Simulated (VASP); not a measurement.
A run of VASP 6.6.1 is set up as follows.

File INCAR:

```
SYSTEM = Hf
PREC = Accurate
ENCUT = 520
EDIFF = 1E-6
ISMEAR = -1
SIGMA = 0.1
LREAL = .FALSE.
LASPH = .TRUE.
NELM = 80
ALGO = Normal
ISIF = 2
LWAVE = .FALSE.
LCHARG = .TRUE.
GGA = PS
LELF = .TRUE.
LVHAR = .TRUE.
NBANDS = 11
```

File KPOINTS:

```
regular mesh
0
G
  14 14 14
  0 0 0
```

File POSCAR:

```
Hf
1.0
    0.0000000000      2.2096845531      2.2096845531
    2.2096845531      0.0000000000      2.2096845531
    2.2096845531      2.2096845531      0.0000000000
Hf
1
Direct
    0.0000000000      0.0000000000      0.0000000000
```

Potentials or basis: VASP PAW PBE potentials, release 64 (Hf_pv).

The run is started by

```bash
$ cat potpaw_PBE.64/Hf_pv/POTCAR > POTCAR
$ mpirun -np 1 vasp_std > vasp.out
```

(1) What does it give for the pressure?

(2) Estimate the band gap on the k mesh.

Results:

(1) -0.3 GPa.

(2) zero (band 5 reaches 6.24 eV, above the bottom of band 6 at 4.16 eV).

Caveat: the PAW data sets were made with another functional, which shifts forces and pressure a little; spin-orbit coupling is left out, which moves the levels of the heavy elements.
